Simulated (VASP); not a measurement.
# LiH (Pm-3m) in VASP: a series of runs

The runs below take LiH through single point, with PBE.

Everything below comes from runs of VASP 6.6.1. Logs are shortened: lines on timing, memory, paths and dates and some standing lists are left out, and cuts for length are marked.

**1. The cell of the first run**

It takes space group Pm-3m (No. 221, cubic). The conventional cell has a = 2.506 Å, b = 2.506 Å, c = 2.506 Å, α = 90.00°, β = 90.00°, γ = 90.00°. Li (site symmetry m-3m) has 8 H at 2.17 Å and 6 Li at 2.51 Å within 2.9 Å. Within 2.9 Å of H (site symmetry m-3m) lie 8 Li at 2.17 Å and 6 H at 2.51 Å.

**2. Single point, PBE**

File INCAR:

```
PREC = Accurate
ENCUT = 520
EDIFF = 1E-7
ISMEAR = 0
SIGMA = 0.01
LREAL = F
LASPH = T
NELM = 60
ALGO = Normal
ISIF = 2
LWAVE = F
LCHARG = T
GGA = PE
LELF = T
LVHAR = T
NBANDS = 9
```

File KPOINTS:

```
Automatic mesh
0
Gamma
  8 8 8
```

File POSCAR:

```
LiH
1.0
    2.5060075286      0.0000000000      0.0000000000
    0.0000000000      2.5060075286      0.0000000000
    0.0000000000      0.0000000000      2.5060075286
Li H
1 1
Direct
    0.0000000000      0.0000000000      0.0000000000
    0.5000000000      0.5000000000      0.5000000000
```

Potentials or basis: VASP PAW PBE potentials, release 64 (Li_sv, H).

Run with:

```console
$ cat potpaw_PBE.64/Li_sv/POTCAR potpaw_PBE.64/H/POTCAR > POTCAR
$ mpirun -np 1 vasp_std > vasp.out
```

OUTCAR:

```text
PREC = Accurate
   ENCUT = 520
   EDIFF = 1E-7
   ISMEAR = 0
   LREAL = F
   LASPH = T
   NELM = 60
   ISIF = 2
   GGA = PE

 ion  position               nearest neighbor table
   1  0.000  0.000  0.000-
   2  0.500  0.500  0.500-

  LATTYP: Found a simple cubic cell.
 ALAT       =     2.5060075286

  Lattice vectors:

 A1 = (   2.5060075286,   0.0000000000,   0.0000000000)
 A2 = (   0.0000000000,   2.5060075286,   0.0000000000)
 A3 = (   0.0000000000,   0.0000000000,   2.5060075286)

Analysis of symmetry for initial positions (statically):
=====================================================================
 Subroutine PRICEL returns:
 Original cell was already a primitive cell.

 Routine SETGRP: Setting up the symmetry group for a
 simple cubic supercell.

 Subroutine GETGRP returns: Found 48 space group operations
 (whereof 48 operations were pure point group operations)
 out of a pool of 48 trial point group operations.

The static configuration has the point symmetry O_h .

Analysis of symmetry for dynamics (positions and initial velocities):
=====================================================================
 Subroutine PRICEL returns:
 Original cell was already a primitive cell.

 Routine SETGRP: Setting up the symmetry group for a
 simple cubic supercell.

 Subroutine GETGRP returns: Found 48 space group operations
 (whereof 48 operations were pure point group operations)
 out of a pool of 48 trial point group operations.

The dynamic configuration has the point symmetry O_h .

 Subroutine INISYM returns: Found 48 space group operations
 (whereof 48 operations are pure point group operations),
 and found     1 'primitive' translations

----------------------------------------------------------------------------------------

                                     Primitive cell

  volume of cell :      15.7379

  direct lattice vectors                    reciprocal lattice vectors
     2.506007529  0.000000000  0.000000000     0.399041100  0.000000000  0.000000000
     0.000000000  2.506007529  0.000000000     0.000000000  0.399041100  0.000000000
     0.000000000  0.000000000  2.506007529     0.000000000  0.000000000  0.399041100

  length of vectors
     2.506007529  2.506007529  2.506007529     0.399041100  0.399041100  0.399041100

[... 81 lines left out ...]
   LREAL  =      F    real-space projection
   EDIFFG = 0.1E-05   stopping-criterion for IOM
   NSW    =      0    number of steps for IOM
   IBRION =     -1    ionic relax: 0-MD 1-quasi-New 2-CG
   NFREE  =      0    steps in history (QN), initial steepest desc. (CG)
   ISIF   =      2    stress and relaxation
   ISYM   =      2    0-nonsym 1-usesym 2-fastsym
   POTIM  = 0.5000    time-step for ionic-motion
   TEBEG  =    0.0;   TEEND  =   0.0 temperature during run
   PSTRESS=    0.0 pullay stress
   NELECT =       4.0000    total number of electrons
   NUPDOWN=      -1.0000    fix difference up-down
   EMIN   =  10.00;   EMAX   =-10.00  energy-range for DOS
   EFERMI =   0.00;   METHOD = LEGACY
   ISMEAR =     0;   SIGMA  =   0.01  broadening in eV -4-tet -1-fermi 0-gaus
   EFERMI_NEDOS =   21; number of points for ismear=-14 and -15
   IALGO  =     38    algorithm
   IMIX   =      4    mixing-type and parameters
     AMIX     =   0.40;   BMIX     =  1.00
     AMIX_MAG =   1.60;   BMIX_MAG =  1.00
  volume/ion in A,a.u.               =       7.87        53.10
  Fermi-wavevector in a.u.,A,eV,Ry     =   1.037001  1.959648 14.631308  1.075371
  Thomas-Fermi vector in A             =   2.171418
   LORBIT       =      0    0 simple, 1 ext, 2 COOP (PROOUT), +10 PAW based schemes
   GGA     = PE    functional components
   LHFCALC =     F    Hartree Fock is set to
   AEXX    =    0.0000 exact exchange contribution
   IVDW    =     0    specifies the selected vdW correction
   LEPSILON=     F    determine dielectric tensor
   LRPA    =     F    only Hartree local field effects (RPA)
 non-spin polarized calculation
 Gauss-broadening in eV      SIGMA  =   0.01
  energy-cutoff  :      520.00
  volume of cell :       15.74
 maximum number of plane-waves:       441
 NGX is ok and might be reduce to    20
   NGX =  9   NGY =  9   NGZ =  9

 number of electron       4.0000012 magnetization

 Free energy of the ion-electron system (eV)
  ---------------------------------------------------
  ext. energy  EPLUGINS =         0.00000000
  ---------------------------------------------------
  free energy    TOTEN  =        -5.65869000 eV

  energy without entropy =       -5.65869000  energy(sigma->0) =       -5.65869000

 E-fermi :   3.7518     XC(G=0):  -8.6417

 val. band max:        3.5137729730   @ k =   0.5000   0.5000   0.5000
 cond. band min:       4.2454349792   @ k =   0.5000   0.0000   0.0000
 fundamental gap:      0.7316620062
 Fermi energy:         3.7518130007

 k-point     1 :       0.0000    0.0000    0.0000
  band No.  band energies     occupation
      1     -44.6014      2.00000
      2      -5.2874      2.00000
      3      15.4485      0.00000
      4      15.4485      0.00000
      5      15.4485      0.00000
      6      16.0227      0.00000
      7      18.5888      0.00000
      8      18.5888      0.00000
      9      35.1154      0.00000
[... 265 lines left out ...]
 k-point    24 :       0.5000    0.3750    0.1250
  band No.  band energies     occupation
      1     -44.5021      2.00000
      2       0.0748      2.00000
      3       5.2378      0.00000
      4       7.0814      0.00000
      5      12.6806      0.00000
      6      19.4360      0.00000
      7      21.9320      0.00000
      8      25.2234      0.00000
      9      25.5422      0.00000

 [... further k-points ...]

------------------------ aborting loop because EDIFF is reached ----------------------------------------

  FORCE on cell =-STRESS in cart. coord.  units (eV):
  Direction    XX          YY          ZZ          XY          YZ          ZX
  --------------------------------------------------------------------------------------
  -------------------------------------------------------------------------------------
  Total       -0.0097959     -0.0097959     -0.0097959      0.0000000      0.0000000     -0.0000000
  in kB       -0.9972623     -0.9972623     -0.9972623      0.0000000      0.0000000     -0.0000000
  external PRESSURE =      -0.9972623 kB  Pullay stress =       0.0000000 kB

 VOLUME and BASIS-vectors are now :
 -----------------------------------------------------------------------------
  energy-cutoff  :      520.00
  volume of cell :       15.74
      direct lattice vectors                 reciprocal lattice vectors
     2.506007529  0.000000000  0.000000000     0.399041100  0.000000000  0.000000000
     0.000000000  2.506007529  0.000000000     0.000000000  0.399041100  0.000000000
     0.000000000  0.000000000  2.506007529     0.000000000  0.000000000  0.399041100

 POSITION                                       TOTAL-FORCE (eV/Angst)
 -----------------------------------------------------------------------------------
      0.00000      0.00000      0.00000         0.000000      0.000000      0.000000
      1.25300      1.25300      1.25300         0.000000      0.000000      0.000000
 -----------------------------------------------------------------------------------
    total drift:                                0.000000      0.000000      0.000000

  FREE ENERGIE OF THE ION-ELECTRON SYSTEM (eV)
  ---------------------------------------------------
  free  energy   TOTEN  =        -5.6586899964 eV

  energy  without entropy=       -5.6586899964  energy(sigma->0) =       -5.65869000
```

OSZICAR:

```text
N       E                     dE             d eps       ncg     rms          rms(c)
DAV:   1    -0.189857751097E+01   -0.18986E+01   -0.15796E+03   638   0.452E+02
DAV:   2    -0.587615137147E+01   -0.39776E+01   -0.39552E+01   880   0.514E+01
DAV:   3    -0.592420436036E+01   -0.48053E-01   -0.47976E-01   745   0.474E+00
DAV:   4    -0.592431572355E+01   -0.11136E-03   -0.11134E-03   819   0.229E-01
DAV:   5    -0.592431591791E+01   -0.19436E-06   -0.19435E-06   751   0.860E-03    0.282E+00
DAV:   6    -0.572729681529E+01    0.19702E+00   -0.16254E-01   720   0.121E+00    0.140E+00
DAV:   7    -0.565759702092E+01    0.69700E-01   -0.21291E-01   729   0.153E+00    0.225E-01
DAV:   8    -0.565876409153E+01   -0.11671E-02   -0.42133E-03   745   0.433E-01    0.533E-02
DAV:   9    -0.565869014353E+01    0.73948E-04   -0.28855E-04   832   0.567E-02    0.611E-03
DAV:  10    -0.565868998206E+01    0.16147E-06   -0.68173E-06   701   0.191E-02    0.261E-03
DAV:  11    -0.565868999638E+01   -0.14324E-07   -0.13450E-07   800   0.240E-03
   1 F= -.56586900E+01 E0= -.56586900E+01  d E =0.000000E+00
```

Run time: 3.8 s. Hardware: 1 thread of Intel Xeon 6975P-C, shared host; peak memory 0.12 GiB.

What came out:

| Property | Result |
| --- | --- |
| Free energy | -5.6587 eV |
| Band gap on the k mesh | 0.73 eV, indirect (least direct gap 4.21 eV) |

Caveat: the cutoff is under 1.25 times the usual one of these potentials, so pressure, stress and relaxed cells hold a basis-set (Pulay) error. A k mesh can miss the band edges.

**3. Single point, PBE (volume changed by -6%)**

File INCAR:

```
SYSTEM = LiH
ALGO = Normal
EDIFF = 1E-6
ENCUT = 520
GGA = PE
ISIF = 2
ISMEAR = 0
LASPH = .TRUE.
LCHARG = .TRUE.
LELF = .TRUE.
LREAL = .FALSE.
LVHAR = .TRUE.
LWAVE = .FALSE.
NBANDS = 9
NELM = 60
PREC = Accurate
SIGMA = 0.01
```

File KPOINTS:

```
k-points
0
G
  8 8 8
  0 0 0
```

File POSCAR:

```
LiH
1.0
    2.4548501633      0.0000000000      0.0000000000
    0.0000000000      2.4548501633      0.0000000000
    0.0000000000      0.0000000000      2.4548501633
Li H
1 1
Direct
    0.0000000000      0.0000000000      0.0000000000
    0.5000000000      0.5000000000      0.5000000000
```

Potentials or basis: VASP PAW PBE potentials, release 64 (Li_sv, H).

Run with:

```console
$ cat potpaw_PBE.64/Li_sv/POTCAR potpaw_PBE.64/H/POTCAR > POTCAR
$ mpirun -np 1 vasp_std > vasp.out
```

It took 3.2 s on 1 thread of Intel Xeon 6975P-C, shared host; peak memory 0.12 GiB.

The run converged. Its results:

* Free energy: -5.6511 eV
* Band gap on the k mesh: 0.71 eV, indirect (least direct gap 4.25 eV)

Levels at points of the mesh, in eV from the valence-band top:
| k point | band 1 | band 2 | band 3 | band 4 | band 5 |
| --- | --- | --- | --- | --- | --- |
| (0.00, 0.00, 0.00) | -48.25 | -9.22 | 12.28 | 12.28 | 12.28 |
| (0.50, 0.00, 0.00) | -48.18 | -6.96 | 0.71 | 11.86 | 16.76 |
| (0.50, 0.50, 0.00) | -48.13 | -2.83 | 1.42 | 1.42 | 9.49 |
| (0.50, 0.50, 0.50) | -48.07 | 0.00 | 6.51 | 6.51 | 6.51 |

Caveat: the cutoff is under 1.25 times the usual one of these potentials, so pressure, stress and relaxed cells hold a basis-set (Pulay) error. A k mesh can miss the band edges.

**4. Single point, PBE (volume changed by -3%)**

File INCAR:

```
PREC = Accurate
ENCUT = 520
EDIFF = 1E-6
ISMEAR = 0
SIGMA = 0.01
LREAL = False
LASPH = True
NELM = 100
ALGO = Normal
ISIF = 2
LWAVE = False
LCHARG = False
GGA = PE
NBANDS = 9
```

File KPOINTS:

```
Automatic mesh
0
Gamma
  8 8 8
```

File POSCAR:

```
LiH
1.0
    2.4806925904      0.0000000000      0.0000000000
    0.0000000000      2.4806925904      0.0000000000
    0.0000000000      0.0000000000      2.4806925904
Li H
1 1
Direct
    0.0000000000      0.0000000000      0.0000000000
    0.5000000000      0.5000000000      0.5000000000
```

Run with:

```console
$ cat potpaw_PBE.64/Li_sv/POTCAR potpaw_PBE.64/H/POTCAR > POTCAR
$ mpirun -np 1 vasp_std > vasp.out
```

It took 3.2 s on 1 thread of Intel Xeon 6975P-C, shared host; peak memory 0.11 GiB.

It converged, with:

| Quantity | Value |
| --- | --- |
| Free energy | -5.6567 eV |
| Band gap on the k mesh | 0.72 eV, indirect (least direct gap 4.23 eV) |

Levels at points of the mesh, in eV from the valence-band top:
| k point | band 1 | band 2 | band 3 | band 4 | band 5 | band 6 |
| --- | --- | --- | --- | --- | --- | --- |
| (0.00, 0.00, 0.00) | -48.18 | -9.01 | 12.10 | 12.10 | 12.10 | 12.85 |
| (0.50, 0.00, 0.00) | -48.12 | -6.75 | 0.72 | 11.62 | 16.48 | 16.48 |
| (0.50, 0.50, 0.00) | -48.07 | -2.74 | 1.49 | 1.49 | 9.28 | 19.76 |
| (0.50, 0.50, 0.50) | -48.02 | 0.00 | 6.46 | 6.46 | 6.46 | 8.83 |

Caveat: the cutoff is under 1.25 times the usual one of these potentials, so pressure, stress and relaxed cells hold a basis-set (Pulay) error.

**5. Overview**

```csv
cell,gap on the mesh (eV)
"a = 2.506 Å, 2 atoms",0.73
"a = 2.455 Å, 2 atoms",0.71
"a = 2.481 Å, 2 atoms",0.72
```

Alike in all rows: task single point; level PBE; potentials or basis VASP PAW PBE potentials, release 64 (Li_sv, H); no spin polarisation; k mesh 8 × 8 × 8; cutoff (eV) 520; smearing gaussian 0.01 eV.

Caveats: the cutoff is under 1.25 times the usual one of these potentials, so pressure, stress and relaxed cells hold a basis-set (Pulay) error.

Total energies depend on the potentials used, so only differences within one code and one set of settings carry meaning.
